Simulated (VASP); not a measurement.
A run of VASP 6.6.1:

Contents of POSCAR:

```
SiO2
1.0
    5.0596778151      0.0000000000      0.0000000000
   -2.5298389075      4.3818095228      0.0000000000
    0.0000000000      0.0000000000      5.3748530148
Si O
3 6
Direct
    0.0000000000      0.5000000000      0.3333333333
    0.5000000000      0.5000000000      0.6666666667
    0.5000000000      0.0000000000      0.0000000000
    0.5834989535      0.7917494768      0.8333333333
    0.7917494768      0.5834989535      0.5000000000
    0.7917494768      0.2082505232      0.1666666667
    0.4165010465      0.2082505232      0.8333333333
    0.2082505232      0.4165010465      0.5000000000
    0.2082505232      0.7917494768      0.1666666667
```

File INCAR.step1:

```
PREC     = Accurate       # precision mode
ENCUT    = 520            # plane-wave cutoff, eV
ISMEAR   = 0              # smearing method
SIGMA    = 0.05           # smearing width, eV
LREAL    = False          # projectors in reciprocal space
LASPH    = True           # aspherical terms in the spheres
NELM     = 100            # most SCF steps
NBANDS   = 34             # bands
GGA      = PE             # functional
ALGO     = Normal         # electronic algorithm
EDIFF    = 1E-4           # SCF threshold, eV
LWAVE    = True           # write WAVECAR
LCHARG   = False          # write CHGCAR
```

Contents of INCAR.step2:

```
PREC     = Accurate       # precision mode
ENCUT    = 520            # plane-wave cutoff, eV
EDIFF    = 1E-6           # SCF threshold, eV
ISMEAR   = 0              # smearing method
SIGMA    = 0.05           # smearing width, eV
LREAL    = False          # projectors in reciprocal space
LASPH    = True           # aspherical terms in the spheres
NELM     = 100            # most SCF steps
ALGO     = Normal         # electronic algorithm
ISIF     = 2              # what is computed and relaxed
LWAVE    = False          # write WAVECAR
LCHARG   = False          # write CHGCAR
METAGGA  = R2SCAN         # meta-GGA
LMIXTAU  = True         
NBANDS   = 34             # bands
ISTART   = 1
```

KPOINTS

```
Automatic mesh
0
Gamma
  6 6 4
```

Potentials or basis: VASP PAW PBE potentials, release 64 (Si, O).

The run is started by

```sh
$ cat potpaw_PBE.64/Si/POTCAR potpaw_PBE.64/O/POTCAR > POTCAR
$ cp INCAR.step1 INCAR
$ mpirun -np 1 vasp_std > vasp.out
$ cp INCAR.step2 INCAR
$ mpirun -np 1 vasp_std > vasp.out
```

Hardware: 1 thread of AMD EPYC 9R45 (Zen 5), with other jobs on the host.

Task: Estimate the wall time of this run.

Result: Wall time 3.5 min on 1 thread of AMD EPYC 9R45 (Zen 5), on a shared host, peak memory 0.23 GiB. Counts: k points 21.
